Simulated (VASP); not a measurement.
# TiAl in VASP: notebook, part 2 of 3

VASP 6.6.1. The steps go on from the part before.

**3. Single point, LDA**

This run uses another cell than the first one, of 15.65 Å³/atom, 0.940 times its volume.

File INCAR:

```
SYSTEM = TiAl
ALGO = Fast ; EDIFF = 1E-7
ENCUT = 520 ; ISIF = 2
ISMEAR = -1 ; LASPH = .True.
LCHARG = .False. ; LREAL = .False.
LWAVE = .False. ; NBANDS = 14
NELM = 80 ; PREC = Accurate
SIGMA = 0.05
```

File KPOINTS:

```
k-points
0
Gamma
  11 11 6
  0 0 0
```

File POSCAR:

```
TiAl
1.0
    2.8087302532      0.0000000000      0.0000000000
   -1.4043651265      2.4324317516      0.0000000000
    0.0000000000      0.0000000000      4.5825851222
Ti Al
1 1
Direct
    0.0000000000      0.0000000000      0.0000000000
    0.3333333333      0.6666666667      0.5000000000
```

Potentials or basis: VASP PAW LDA potentials, release 64 (Ti_sv, Al).

On the command line:

```bash
cat potpaw_LDA.64/Ti_sv/POTCAR potpaw_LDA.64/Al/POTCAR > POTCAR
mpirun -np 1 vasp_std > vasp.out
```

OUTCAR:

```text
SYSTEM = TiAl
   EDIFF = 1E-7
   ENCUT = 520
   ISIF = 2
   ISMEAR = -1
   LASPH = .True.
   LREAL = .False.
   NELM = 80
   PREC = Accurate

 ion  position               nearest neighbor table
   1  0.000  0.000  0.000-   2 2.81   2 2.81   2 2.81   2 2.81   2 2.81   2 2.81
   2  0.333  0.667  0.500-   1 2.81   1 2.81   1 2.81   1 2.81   1 2.81   1 2.81

  LATTYP: Found a hexagonal cell.
 ALAT       =     2.8087302532
 C/A-ratio  =     1.6315504549

  Lattice vectors:

 A1 = (   2.8087302532,   0.0000000000,   0.0000000000)
 A2 = (  -1.4043651265,   2.4324317516,   0.0000000000)
 A3 = (   0.0000000000,   0.0000000000,   4.5825851222)

Analysis of symmetry for initial positions (statically):
=====================================================================
 Subroutine PRICEL returns:
 Original cell was already a primitive cell.

 Routine SETGRP: Setting up the symmetry group for a
 hexagonal supercell.

 Subroutine GETGRP returns: Found 12 space group operations
 (whereof 12 operations were pure point group operations)
 out of a pool of 24 trial point group operations.

The static configuration has the point symmetry D_3h.

Analysis of symmetry for dynamics (positions and initial velocities):
=====================================================================
 Subroutine PRICEL returns:
 Original cell was already a primitive cell.

 Routine SETGRP: Setting up the symmetry group for a
 hexagonal supercell.

 Subroutine GETGRP returns: Found 12 space group operations
 (whereof 12 operations were pure point group operations)
 out of a pool of 24 trial point group operations.

The dynamic configuration has the point symmetry D_3h.

 Subroutine INISYM returns: Found 12 space group operations
 (whereof 12 operations are pure point group operations),
 and found     1 'primitive' translations

----------------------------------------------------------------------------------------

                                     Primitive cell

  volume of cell :      31.3084

  direct lattice vectors                    reciprocal lattice vectors
[... 120 lines left out ...]
  energy-cutoff  :      520.00
  volume of cell :       31.31
 maximum number of plane-waves:       854
 NGX is ok and might be reduce to    24
   NGX = 11   NGY = 11   NGZ = 17

 number of electron      15.0000003 magnetization

 Free energy of the ion-electron system (eV)
  ---------------------------------------------------
  ext. energy  EPLUGINS =         0.00000000
  ---------------------------------------------------
  free energy    TOTEN  =       -13.25629986 eV

  energy without entropy =      -13.23466090  energy(sigma->0) =      -13.24548038

 E-fermi :   8.2782     XC(G=0): -11.4207

 val. band max:        8.2689983015   @ k =   0.3636   0.0909   0.5000
 cond. band min:       8.2904668725   @ k =   0.3636   0.2727   0.3333
 fundamental gap:      0.0214685710
 Fermi energy:         8.2782290980

 k-point     1 :       0.0000    0.0000    0.0000
  band No.  band energies     occupation
      1     -47.4121      2.00000
      2     -24.1266      2.00000
      3     -23.6296      2.00000
      4     -23.6296      2.00000
      5      -0.8950      2.00000
      6       5.9300      2.00000
      7       6.4967      2.00000
      8       9.5992      0.00000
      9       9.5992      0.00000
     10      11.2077      0.00000
     11      11.2077      0.00000
     12      12.4725      0.00000
     13      21.5913      0.00000
     14      21.5913      0.00000
[... 377 lines left out ...]
      1     -47.3520      2.00000
      2     -24.0705      2.00000
      3     -23.9642      2.00000
      4     -23.7209      2.00000
      5       0.7165      2.00000
      6       5.8864      2.00000
      7       7.7006      1.99998
      8       8.5603      0.00707
      9      10.6363      0.00000
     10      10.8061      0.00000
     11      10.9122      0.00000
     12      13.7834      0.00000
     13      15.2497      0.00000
     14      16.7803      0.00000

 [... further k-points ...]

------------------------ aborting loop because EDIFF is reached ----------------------------------------

  FORCE on cell =-STRESS in cart. coord.  units (eV):
  Direction    XX          YY          ZZ          XY          YZ          ZX
  --------------------------------------------------------------------------------------
  -------------------------------------------------------------------------------------
  Total        0.1011060      0.1011060      0.1093933      0.0000000      0.0000000      0.0000000
  in kB        5.1740006      5.1740006      5.5980937      0.0000000      0.0000000      0.0000000
  external PRESSURE =       5.3153650 kB  Pullay stress =       0.0000000 kB

 VOLUME and BASIS-vectors are now :
 -----------------------------------------------------------------------------
  energy-cutoff  :      520.00
  volume of cell :       31.31
      direct lattice vectors                 reciprocal lattice vectors
     2.808730253  0.000000000  0.000000000     0.356032766  0.205555613  0.000000000
    -1.404365126  2.432431752  0.000000000     0.000000000  0.411111226  0.000000000
     0.000000000  0.000000000  4.582585122     0.000000000  0.000000000  0.218217441

 POSITION                                       TOTAL-FORCE (eV/Angst)
 -----------------------------------------------------------------------------------
      0.00000      0.00000      0.00000         0.000000     -0.000000      0.000000
     -0.00000      1.62162      2.29129        -0.000000      0.000000      0.000000
 -----------------------------------------------------------------------------------
    total drift:                                0.000000     -0.000000      0.000000

  FREE ENERGIE OF THE ION-ELECTRON SYSTEM (eV)
  ---------------------------------------------------
  free  energy   TOTEN  =       -13.2562998574 eV

  energy  without entropy=      -13.2346608989  energy(sigma->0) =      -13.24548038
```

OSZICAR:

```text
N       E                     dE             d eps       ncg     rms          rms(c)
DAV:   1     0.998845654572E+02    0.99885E+02   -0.71457E+03  1792   0.108E+03
DAV:   2    -0.883949953165E+01   -0.10872E+03   -0.10404E+03  1864   0.300E+02
DAV:   3    -0.145178177261E+02   -0.56783E+01   -0.55626E+01  2698   0.665E+01
[... 25 lines left out ...]
RMM:  29    -0.132562993687E+02   -0.25031E-06   -0.25035E-06  1711   0.616E-03    0.137E-03
RMM:  30    -0.132562995673E+02   -0.19859E-06   -0.20128E-06  1629   0.512E-03    0.111E-03
RMM:  31    -0.132562996927E+02   -0.12545E-06   -0.12819E-06  1542   0.438E-03    0.102E-03
RMM:  32    -0.132562997928E+02   -0.10010E-06   -0.10338E-06  1446   0.380E-03    0.958E-04
RMM:  33    -0.132562998574E+02   -0.64506E-07   -0.67947E-07  1383   0.337E-03
   1 F= -.13256300E+02 E0= -.13245480E+02  d E =-.216390E-01
```

Run time: 48 s. Hardware: 1 thread of Intel Xeon 6975P-C, shared host; peak memory 0.15 GiB.

What came out:

| Item | Value |
| --- | --- |
| Free energy | -13.2563 eV |
| Pressure | 0.5 GPa |

Levels at points of the mesh, in eV from the Fermi level:
| k point | band 5 | band 6 | band 7 | band 8 | band 9 | band 10 |
| --- | --- | --- | --- | --- | --- | --- |
| (0.00, 0.00, 0.00) | -9.17 | -2.35 | -1.78 | 1.32 | 1.32 | 2.93 |
| (0.00, 0.00, 0.50) | -8.22 | -5.34 | -0.49 | 1.33 | 1.33 | 2.85 |

**4. Single point, LDA**

This run uses another cell than the first one, of 15.99 Å³/atom, 0.960 times its volume.

File INCAR:

```
ALGO = Normal
EDIFF = 1E-6
ENCUT = 520
ISIF = 2
ISMEAR = -1
LASPH = T
LCHARG = T
LELF = T
LREAL = F
LVHAR = T
LWAVE = F
NBANDS = 14
NELM = 80
PREC = Accurate
SIGMA = 0.05
```

File KPOINTS:

```
k-points
0
Gamma
  11 11 6
```

File POSCAR:

```
TiAl
1.0
    2.8285106954      0.0000000000      0.0000000000
   -1.4142553477      2.4495621171      0.0000000000
    0.0000000000      0.0000000000      4.6148579117
Ti Al
1 1
Direct
    0.0000000000      0.0000000000      0.0000000000
    0.3333333333      0.6666666667      0.5000000000
```

On the command line:

```bash
cat potpaw_LDA.64/Ti_sv/POTCAR potpaw_LDA.64/Al/POTCAR > POTCAR
mpirun -np 1 vasp_std > vasp.out
```

Wall time 24 s (1 thread of Intel Xeon 6975P-C, shared host); peak memory 0.16 GiB.

Results (log left out):

```
Free energy : -13.2535 eV
Pressure    : -1.9 GPa
```

Stress tensor (GPa, compression positive):
```
-1.72  0.00  0.00
 0.00 -1.72  0.00
 0.00  0.00 -2.16
```

Levels at points of the mesh, in eV from the Fermi level:
```
           k point  band 3  band 4  band 5  band 6  band 7  band 8  band 9  band 10  band 11  band 12
(0.00, 0.00, 0.00)  -31.97  -31.97   -9.07   -2.32   -1.77    1.30    1.30     2.86     2.86     4.09
(0.00, 0.00, 0.50)  -31.97  -31.97   -8.13   -5.29   -0.47    1.31    1.31     2.78     2.78     6.98
```

(Part 2 of 3 ends here.)
